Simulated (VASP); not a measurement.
Input of a VASP 6.6.1 run:

INCAR

```
SYSTEM = KBr
  PREC = Accurate
  ENCUT = 520
  EDIFF = 1E-6
  ISMEAR = 0
  SIGMA = 0.05
  LREAL = .FALSE.
  LASPH = .TRUE.
  NELM = 100
  ALGO = Normal
  ISIF = 2
  LWAVE = .FALSE.
  LCHARG = .TRUE.
  GGA = PE
  LELF = .TRUE.
  LVHAR = .TRUE.
  NBANDS = 15
```

KPOINTS

```
Automatic mesh
0
G
  6 6 6
  0 0 0
```

POSCAR

```
KBr
1.0
    4.2454079211     -0.8490815842     -0.8490815842
   -0.8490815842      4.2454079211     -0.8490815842
   -0.8490815842     -0.8490815842      4.2454079211
K Br
1 1
Direct
    0.0000000000      0.0000000000      0.0000000000
    0.5000000000      0.5000000000      0.5000000000
```

Potentials or basis: VASP PAW PBE potentials, release 64 (K_sv, Br).

Command:

```sh
$ cat potpaw_PBE.64/K_sv/POTCAR potpaw_PBE.64/Br/POTCAR > POTCAR
$ mpirun -np 1 vasp_std > vasp.out
```

Q: Estimate the pressure.

A: 37.3 GPa.

Stress tensor (GPa, compression positive):
```
37.33 37.91 37.91
37.91 37.33 37.91
37.91 37.91 37.33
```
